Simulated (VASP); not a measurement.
Wanted: the native input for a VASP 6.6.1 run.

```
Task                   : single point
Functional             : LDA
Potentials or basis    : VASP PAW LDA potentials, release 64 (Ni, Pt)
Cutoff                 : 520 eV
k mesh                 : 6 × 10 × 6
Occupations            : fermi-dirac, width 0.1 eV
Spin                   : collinear spin, ferromagnetic start
Starting moments       : [1.5, 1.5, 0.6, 0.6] μB
Dipole correction      : no
Further INCAR settings : ALGO = Normal; EDIFF = 1e-06; NBANDS = 32
```

The structure of NiPt lies in POSCAR:

```
NiPt
1.0
    0.0000000000      2.7099397941      3.5783200000
    2.7099397941      0.0000000000      0.0000000000
    0.0000000000      2.7099397941     -3.5783200000
Ni Pt
2 2
Direct
    0.5000000000      0.5000000000      0.0000000000
    0.0000000000      0.5000000000      0.5000000000
    0.0000000000      0.0000000000      0.0000000000
    0.5000000000      0.0000000000      0.5000000000
```

One way to write it, as run:

INCAR

```
ALGO = Normal ; EDIFF = 1E-6
ENCUT = 520 ; GGA = CA
ISIF = 2 ; ISMEAR = -1
ISPIN = 2 ; LASPH = True
LCHARG = False ; LMAXMIX = 4
LORBIT = 11 ; LREAL = False
LWAVE = False ; MAGMOM = 1.5 1.5 0.6 0.6
NBANDS = 32 ; NELM = 150
PREC = Accurate ; SIGMA = 0.1
```

KPOINTS

```
k-points
0
Gamma
  6 10 6
```

Potentials or basis: VASP PAW LDA potentials, release 64 (Ni, Pt).

Run with:

```bash
$ cat potpaw_LDA.64/Ni/POTCAR potpaw_LDA.64/Pt/POTCAR > POTCAR
$ mpirun -np 1 vasp_std > vasp.out
```

It gave:

```json
{
 "Pressure": "-12.1 GPa",
 "Net moment": "0.94 μB per cell",
 "Site moments": "Ni +0.33; Pt +0.14 μB",
 "Valence electrons inside the program's atomic spheres": "Ni 9.24; Pt 9.37"
}
```

Caveat: the cell stands under tension.

Run time: 7.5 min on 1 thread of AMD EPYC 7R43 64-Core Processor (Zen 3), on a shared host, peak memory 0.25 GiB.
